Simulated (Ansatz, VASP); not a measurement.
# Ta2NbO2 in VASP and in Ansatz

The input INCAR:

```
SYSTEM = Ta2NbO2
PREC = Accurate
ENCUT = 520
EDIFF = 1E-6
ISMEAR = 0
SIGMA = 0.1
LREAL = .False.
LASPH = .True.
NELM = 100
ALGO = Normal
ISIF = 2
LWAVE = .False.
LCHARG = .False.
GGA = PE
NBANDS = 58
```

Contents of KPOINTS:

```
regular mesh
0
Gamma
  4 4 2
  0 0 0
```

Contents of POSCAR:

```
Ta2NbO2
1.0
    4.4368546882      0.0000000000      0.0000000000
   -1.0119554894      4.9033524189      0.0000000000
   -0.3362390627     -0.3911678604      7.7006550777
Ta Nb O
4 2 4
Direct
    0.4514873639      0.0529964977      0.0390276402
    0.5821202293      0.9594670543      0.5515690714
    0.0190217991      0.4213433843      0.0422291517
    0.9855905681      0.6240748479      0.5484317883
    0.4830559945      0.4985469332      0.7780096454
    0.4062191255      0.3957934219      0.3758689566
    0.5493654839      0.0241345901      0.2902793688
    0.5262155910      0.9324444248      0.8004724145
    0.0008952742      0.5380708976      0.2820223116
    0.9960285704      0.5531279484      0.7920896514
```

Input for Ansatz:

```yaml
crystal:
  lattice:
    - [4.4368546882, 0.0, 0.0]
    - [-1.0119554894, 4.9033524189, 0.0]
    - [-0.3362390627, -0.3911678604, 7.7006550777]
  atoms:
    - { symbol: Ta, position: [0.4514873639, 0.0529964977, 0.0390276402] }
    - { symbol: Ta, position: [0.5821202293, 0.9594670543, 0.5515690714] }
    - { symbol: Ta, position: [0.0190217991, 0.4213433843, 0.0422291517] }
    - { symbol: Ta, position: [0.9855905681, 0.6240748479, 0.5484317883] }
    - { symbol: Nb, position: [0.4830559945, 0.4985469332, 0.7780096454] }
    - { symbol: Nb, position: [0.4062191255, 0.3957934219, 0.3758689566] }
    - { symbol: O, position: [0.5493654839, 0.0241345901, 0.2902793688] }
    - { symbol: O, position: [0.526215591, 0.9324444248, 0.8004724145] }
    - { symbol: O, position: [0.0008952742, 0.5380708976, 0.2820223116] }
    - { symbol: O, position: [0.9960285704, 0.5531279484, 0.7920896514] }
basis:
  ecutwfc: 420
kpoints:
  mp_grid: { grid: [4, 4, 2] }
hamiltonian:
  xc: pbe
scf:
  occupations: { method: gaussian, width: 0.1 }
  lower_state_search: "off"
output:
  forces: true
  stress: true
  eigenvalues: true
```

Change from the starting cell: the structure that the rattled cell fell into.

Alike in both runs: task single point; functional PBE; k mesh 4 × 4 × 2; occupations gaussian, width 0.1 eV; no spin polarisation.

```csv
,VASP,Ansatz
version,VASP 6.6.1,Ansatz 0.2.0
potentials or method,"VASP PAW PBE potentials, release 64 (Ta_pv, Nb_sv, O), cutoff 520 eV","scalar-relativistic, plane waves, PAW"
valence electrons in the cell,94,102
```

|  | VASP | Ansatz | Ansatz less VASP |
| --- | --- | --- | --- |
| gap on the k mesh at the Fermi level (eV) | none | none | - |
| pressure (GPa) | -0.4 | -0.6 | -0.17 |
| traceless stress, the component that is largest in VASP (GPa) | 3.85 | 3.31 | -0.546 |
| rms of the force components (eV/Å) | 0.620 | 0.606 | -0.0144 |

Atom by atom the forces differ by 0.027 eV/Å (rms over components). A gap of «none» marks a metal or a gap that the smearing closes. With one functional, cell and mesh, what is left measures potentials, basis and numerics. VASP's potentials hold 94 valence electrons a cell and Ansatz's 102, so a difference there can come from the potentials and not from the codes.

The k mesh is coarse, so the values compare programs but aren't converged. Spin-orbit coupling is off throughout.
